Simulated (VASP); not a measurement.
Set up this calculation in VASP 6.6.1, as the native input.

```yaml
Task: single point
Functional: PBE
Potentials_or_basis: VASP PAW PBE potentials, release 64 (Mg_sv, O)
Cutoff: 840 eV
k_mesh: 10 × 10 × 10
Occupations: fermi-dirac, width 0.1 eV
Spin: no spin polarisation
Dipole_correction: no
Further_INCAR_settings: ALGO = Normal; EDIFF = 1e-06; NBANDS = 15
```

The structure of MgO lies in POSCAR:

```
MgO
1.0
    0.0000000000      2.1966530000      2.1966530000
    2.1966530000      0.0000000000      2.1966530000
    2.1966530000      2.1966530000      0.0000000000
Mg O
1 1
Direct
    0.0000000000      0.0000000000      0.0000000000
    0.5000000000      0.5000000000      0.5000000000
```

One way to write it, as run:

INCAR

```
PREC = Accurate ; ENCUT = 840
EDIFF = 1E-6 ; ISMEAR = -1
SIGMA = 0.1 ; LREAL = False
LASPH = True ; NELM = 120
ALGO = Normal ; ISIF = 2
LWAVE = False ; LCHARG = False
GGA = PE ; NBANDS = 15
GGA_COMPAT = False
```

KPOINTS

```
regular mesh
0
Gamma
  10 10 10
```

Potentials or basis: VASP PAW PBE potentials, release 64 (Mg_sv, O).

Run with:

```sh
$ cat potpaw_PBE.64/Mg_sv/POTCAR potpaw_PBE.64/O/POTCAR > POTCAR
$ mpirun -np 1 vasp_std > vasp.out
```

It gave:

The pressure is -11.9 GPa and the band gap on the k mesh is 3.61 eV.

Caveat: the cell stands under tension.

Run time: 26 s on 1 thread of Intel(R) Xeon(R) Platinum 8375C CPU @ 2.90GHz (Ice Lake), on a shared host, peak memory 0.18 GiB.
